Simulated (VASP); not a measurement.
# KCdF3 (P4/mmm) in VASP: notebook, part 3 of 3

VASP 6.6.1. Earlier steps stand in the parts before.

**4. Single point, LDA (strain +0.0350 x Voigt [1, 1, 0, 0, 0, 0])**

File INCAR:

```
SYSTEM = KCdF3
PREC     = Accurate       ! precision mode
ENCUT    = 520            ! plane-wave cutoff, eV
EDIFF    = 1E-6           ! SCF threshold, eV
ISMEAR   = 0              ! smearing method
SIGMA    = 0.05           ! smearing width, eV
LREAL    = .False.        ! projectors in reciprocal space
LASPH    = .True.         ! aspherical terms in the spheres
NELM     = 60             ! most SCF steps
ALGO     = Normal         ! electronic algorithm
ISIF     = 2              ! what is computed and relaxed
LWAVE    = .False.        ! write WAVECAR
LCHARG   = .False.        ! write CHGCAR
NBANDS   = 29             ! bands
```

File KPOINTS:

```
Automatic mesh
0
Gamma
  6 6 6
  0 0 0
```

File POSCAR:

```
KCdF3
1.0
    4.5354621357      0.0000000000      0.0000000000
    0.0000000000      4.5354621357      0.0000000000
    0.0000000000      0.0000000000      4.3820890200
K Cd F
1 1 3
Direct
    0.0000000000      0.0000000000      0.0000000000
    0.5000000000      0.5000000000      0.5000000000
    0.0000000000      0.5000000000      0.5000000000
    0.5000000000      0.0000000000      0.5000000000
    0.5000000000      0.5000000000      0.0000000000
```

Potentials or basis: VASP PAW LDA potentials, release 64 (K_sv, Cd, F).

Command:

```sh
cat potpaw_LDA.64/K_sv/POTCAR potpaw_LDA.64/Cd/POTCAR potpaw_LDA.64/F/POTCAR > POTCAR
mpirun -np 1 vasp_std > vasp.out
```

OUTCAR:

```text
SYSTEM = KCdF3
   PREC = Accurate
   ENCUT = 520
   EDIFF = 1E-6
   ISMEAR = 0
   LREAL = .False.
   LASPH = .True.
   NELM = 60
   ISIF = 2

 ion  position               nearest neighbor table
   1  0.000  0.000  0.000-
   2  0.500  0.500  0.500-   5 2.19   5 2.19   3 2.27   4 2.27   4 2.27   3 2.27
   3  0.000  0.500  0.500-   2 2.27   2 2.27
   4  0.500  0.000  0.500-   2 2.27   2 2.27
   5  0.500  0.500  0.000-   2 2.19   2 2.19

  LATTYP: Found a simple tetragonal cell.
 ALAT       =     4.5354621357
 C/A-ratio  =     0.9661835749

  Lattice vectors:

 A1 = (   4.5354621357,   0.0000000000,   0.0000000000)
 A2 = (   0.0000000000,   4.5354621357,   0.0000000000)
 A3 = (   0.0000000000,   0.0000000000,   4.3820890200)

Analysis of symmetry for initial positions (statically):
=====================================================================
 Subroutine PRICEL returns:
 Original cell was already a primitive cell.

[... 170 lines left out ...]
  ext. energy  EPLUGINS =         0.00000000
  ---------------------------------------------------
  free energy    TOTEN  =       -21.47277685 eV

  energy without entropy =      -21.47277685  energy(sigma->0) =      -21.47277685

 E-fermi :  -2.0708     XC(G=0):  -9.3705

 val. band max:       -2.3542667648   @ k =   0.5000   0.5000   0.5000
 cond. band min:       0.3305218049   @ k =   0.0000   0.0000   0.0000
 fundamental gap:      2.6847885697
 Fermi energy:        -2.0708049660

 k-point     1 :       0.0000    0.0000    0.0000
  band No.  band energies     occupation
      1     -29.4351      2.00000
      2     -22.6331      2.00000
      3     -22.2717      2.00000
      4     -22.1642      2.00000
      5     -13.1323      2.00000
      6     -13.1323      2.00000
[... 757 lines left out ...]
     28       8.2308      0.00000
     29       8.6462      0.00000

 [... further k-points ...]
[... 5 lines left out ...]
  --------------------------------------------------------------------------------------
  -------------------------------------------------------------------------------------
  Total       -3.9283573     -3.9283573     -2.6445341      0.0000000     -0.0000000      0.0000000
  in kB      -69.8228020    -69.8228020    -47.0040700      0.0000000     -0.0000000      0.0000000
  external PRESSURE =     -62.2165580 kB  Pullay stress =       0.0000000 kB

 VOLUME and BASIS-vectors are now :
 -----------------------------------------------------------------------------
  energy-cutoff  :      520.00
  volume of cell :       90.14
      direct lattice vectors                 reciprocal lattice vectors
     4.535462136  0.000000000  0.000000000     0.220484698  0.000000000  0.000000000
     0.000000000  4.535462136  0.000000000     0.000000000  0.220484698  0.000000000
     0.000000000  0.000000000  4.382089020     0.000000000  0.000000000  0.228201663

 POSITION                                       TOTAL-FORCE (eV/Angst)
 -----------------------------------------------------------------------------------
      0.00000      0.00000      0.00000         0.000000      0.000000      0.000000
      2.26773      2.26773      2.19104         0.000000      0.000000      0.000000
      0.00000      2.26773      2.19104         0.000000      0.000000      0.000000
      2.26773      0.00000      2.19104         0.000000      0.000000      0.000000
      2.26773      2.26773      0.00000         0.000000      0.000000      0.000000
 -----------------------------------------------------------------------------------
    total drift:                                0.000000      0.000000      0.000000

  FREE ENERGIE OF THE ION-ELECTRON SYSTEM (eV)
  ---------------------------------------------------
  free  energy   TOTEN  =       -21.4727768497 eV

  energy  without entropy=      -21.4727768497  energy(sigma->0) =      -21.47277685
```

OSZICAR:

```text
N       E                     dE             d eps       ncg     rms          rms(c)
DAV:   1     0.350699040814E+03    0.35070E+03   -0.22584E+04  2320   0.141E+03
DAV:   2    -0.150477462548E+01   -0.35220E+03   -0.34076E+03  2612   0.388E+02
DAV:   3    -0.235412850327E+02   -0.22037E+02   -0.21928E+02  2876   0.972E+01
DAV:   4    -0.241042675881E+02   -0.56298E+00   -0.56190E+00  3676   0.130E+01
DAV:   5    -0.241068744849E+02   -0.26069E-02   -0.26067E-02  2812   0.850E-01    0.118E+01
DAV:   6    -0.215683321518E+02    0.25385E+01   -0.86730E+00  3165   0.343E+01    0.854E+00
DAV:   7    -0.215454750605E+02    0.22857E-01   -0.10416E+00  2540   0.727E+00    0.525E+00
DAV:   8    -0.214915743632E+02    0.53901E-01   -0.32954E-01  2592   0.398E+00    0.103E+00
DAV:   9    -0.214723322177E+02    0.19242E-01   -0.70452E-02  2875   0.198E+00    0.176E-01
DAV:  10    -0.214727272726E+02   -0.39505E-03   -0.52686E-03  2743   0.618E-01    0.118E-01
DAV:  11    -0.214728302341E+02   -0.10296E-03   -0.35505E-04  3275   0.167E-01    0.879E-02
DAV:  12    -0.214727763828E+02    0.53851E-04   -0.31181E-04  2560   0.132E-01    0.154E-02
DAV:  13    -0.214727768497E+02   -0.46698E-06   -0.91320E-06  2766   0.227E-02
   1 F= -.21472777E+02 E0= -.21472777E+02  d E =-.143955E-17
```

stdout:

```text
POSCAR found type information on POSCAR K CdF
 POSCAR found :  3 types and       5 ions
 scaLAPACK will be used
 LDA part: xc-table for (Slater(with rela. corr.)+CA(PZ))
 , standard interpolation
 POSCAR, INCAR and KPOINTS ok, starting setup
 FFT: planning ... GRIDC
 FFT: planning ... GRID_SOFT
 FFT: planning ... GRID
 WAVECAR not read
 entering main loop
```

Run time: 2.1 min. Hardware: 1 thread of Intel Xeon 8259CL, shared host; peak memory 0.24 GiB.

What came out:

```
Free energy            : -21.4728 eV
Pressure               : -6.2 GPa
Band gap on the k mesh : 2.68 eV (least direct gap 4.11 eV)
```

Stress tensor (GPa, compression positive):
```
-6.98  0.00  0.00
 0.00 -6.98  0.00
 0.00  0.00 -4.70
```

Caveat: the cell differs from its parent crystal (strain +0.0350 x Voigt [1, 1, 0, 0, 0, 0]); the cell stands under tension. A k mesh can miss the band edges.

**5. Single point, LDA (strain +0.0400 x Voigt [1, 1, 0, 0, 0, 0])**

File INCAR:

```
SYSTEM = KCdF3
ALGO = Normal
EDIFF = 1E-7
ENCUT = 520
ISIF = 2
ISMEAR = 0
LASPH = .True.
LCHARG = .True.
LELF = .True.
LREAL = .False.
LVHAR = .True.
LWAVE = .False.
NBANDS = 29
NELM = 100
PREC = Accurate
SIGMA = 0.05
```

File KPOINTS:

```
k-points
0
Gamma
  6 6 6
  0 0 0
```

POSCAR: that of step 4 with these lines changed.

```diff
@@ -2,4 +2,4 @@
 1.0
-    4.5354621357      0.0000000000      0.0000000000
-    0.0000000000      4.5354621357      0.0000000000
+    4.5573725808      0.0000000000      0.0000000000
+    0.0000000000      4.5573725808      0.0000000000
     0.0000000000      0.0000000000      4.3820890200
```

Command:

```sh
cat potpaw_LDA.64/K_sv/POTCAR potpaw_LDA.64/Cd/POTCAR potpaw_LDA.64/F/POTCAR > POTCAR
mpirun -np 1 vasp_std > vasp.out
```

Wall time 2.5 min (1 thread of Intel Xeon 8259CL, shared host); peak memory 0.24 GiB.

The run converged. Its results:

- Free energy: -21.4346 eV
- Pressure: -6.6 GPa
- Band gap on the k mesh: 2.67 eV (least direct gap 4.05 eV)

Stress tensor (GPa, compression positive):
```
-7.42  0.00  0.00
 0.00 -7.42  0.00
 0.00  0.00 -4.92
```

Levels at points of the mesh, in eV from the valence-band top:
```csv
k point,band 17,band 18,band 19,band 20,band 21,band 22,band 23,band 24,band 25,band 26
"(0.00, 0.00, 0.00)",-1.57,-1.39,-1.38,-1.38,-1.38,2.67,7.99,8.20,8.25,10.15
"(0.50, 0.00, 0.00)",-1.59,-1.58,-1.43,-1.30,-1.28,4.96,6.52,8.82,9.63,9.98
"(0.50, 0.50, 0.00)",-1.75,-1.32,-1.32,-1.06,-0.18,6.30,8.07,8.07,8.43,10.48
"(0.00, 0.00, 0.50)",-1.52,-1.44,-1.44,-1.42,-1.42,5.22,6.70,9.00,9.72,9.72
"(0.50, 0.00, 0.50)",-1.63,-1.48,-1.36,-1.12,-0.05,6.48,8.14,8.27,8.57,10.24
"(0.50, 0.50, 0.50)",-1.11,-1.11,-1.05,-0.17,0.00,7.46,7.46,7.55,8.08,9.71
```

Caveat: the cell differs from its parent crystal (strain +0.0400 x Voigt [1, 1, 0, 0, 0, 0]); the cell stands under tension.

**6. Overview**

```tsv
cell	gap on the mesh (eV)	pressure (GPa)
a = 4.338, b = 4.338, c = 4.382 Å, 5 atoms	2.77	-1.6
a = 4.470, b = 4.470, c = 4.382 Å, 5 atoms	2.73	-5.0
a = 4.535, b = 4.535, c = 4.382 Å, 5 atoms	2.68	-6.2
a = 4.557, b = 4.557, c = 4.382 Å, 5 atoms	2.67	-6.6
```

Alike in all rows: task single point; level LDA; potentials or basis VASP PAW LDA potentials, release 64 (K_sv, Cd, F); no spin polarisation; k mesh 6 × 6 × 6; cutoff (eV) 520; smearing gaussian 0.05 eV.

Caveats: the cell stands under tension (at least some runs).

Total energies depend on the potentials used, so only differences within one code and one set of settings carry meaning.
